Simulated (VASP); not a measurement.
Write the native input for VASP 6.6.1 that does the following.

```yaml
Task: single point
Functional: r2SCAN
Dispersion: rVV10
Potentials_or_basis: VASP PAW PBE potentials, release 64 (Hf_pv)
Cutoff: 550 eV
k_mesh: 12 × 12 × 14
Occupations: gaussian, width 0.1 eV
Spin: no spin polarisation
Dipole_correction: no
Further_INCAR_settings: ALGO = Normal; EDIFF = 1e-06; NBANDS = 22
```

The system is Hf.

```
Hf
1.0
     4.51029    0.00000    0.00000
    -2.25514    3.90603    0.00000
     0.00000    0.00000    2.82185
Hf
3
Direct
  0.66667 0.33333 0.50000
  0.33333 0.66667 0.50000
  0.00000 0.00000 0.00000
```

This isn't the form of Hf at room conditions, which is hcp.

The input as run:

POSCAR

```
Hf
1.0
    4.5102893620      0.0000000000      0.0000000000
   -2.2551446810      3.9060251659      0.0000000000
    0.0000000000      0.0000000000      2.8218478401
Hf
3
Direct
    0.6666666667      0.3333333333      0.5000000000
    0.3333333333      0.6666666667      0.5000000000
    0.0000000000      0.0000000000      0.0000000000
```

INCAR.step1

```
  PREC = Accurate
  ENCUT = 550
  ISMEAR = 0
  SIGMA = 0.1
  LREAL = F
  LASPH = T
  NELM = 120
  NBANDS = 22
  GGA = PE
  ALGO = Normal
  EDIFF = 1E-5
  LWAVE = T
  LCHARG = F
  GGA_COMPAT = F
```

INCAR.step2

```
  PREC = Accurate
  ENCUT = 550
  EDIFF = 1E-6
  ISMEAR = 0
  SIGMA = 0.1
  LREAL = F
  LASPH = T
  NELM = 120
  ALGO = Normal
  ISIF = 2
  LWAVE = F
  LCHARG = F
  METAGGA = R2SCAN
  LMIXTAU = T
  LUSE_VDW = T
  IVDW_NL = 2
  BPARAM = 11.95
  CPARAM = 0.0093
  NBANDS = 22
  ISTART = 1
  GGA_COMPAT = F
```

KPOINTS

```
regular mesh
0
Gamma
  12 12 14
```

Potentials or basis: VASP PAW PBE potentials, release 64 (Hf_pv).

Run with:

```sh
$ cat potpaw_PBE.64/Hf_pv/POTCAR > POTCAR
$ cp INCAR.step1 INCAR
$ mpirun -np 1 vasp_std > vasp.out
$ cp INCAR.step2 INCAR
$ mpirun -np 1 vasp_std > vasp.out
```

It gave:

- Pressure: 50.7 GPa
- Band gap on the k mesh: zero (bands 15 and 16 overlap by 1.21 eV)

Caveat: the cell stands under pressure; the PAW data sets were made with another functional, which shifts forces and pressure a little; spin-orbit coupling is left out, which moves the levels of the heavy elements.

Wall time 16 min on 1 thread of Oxide Virtual Turin-like Processor (shared host), peak memory 0.37 GiB.
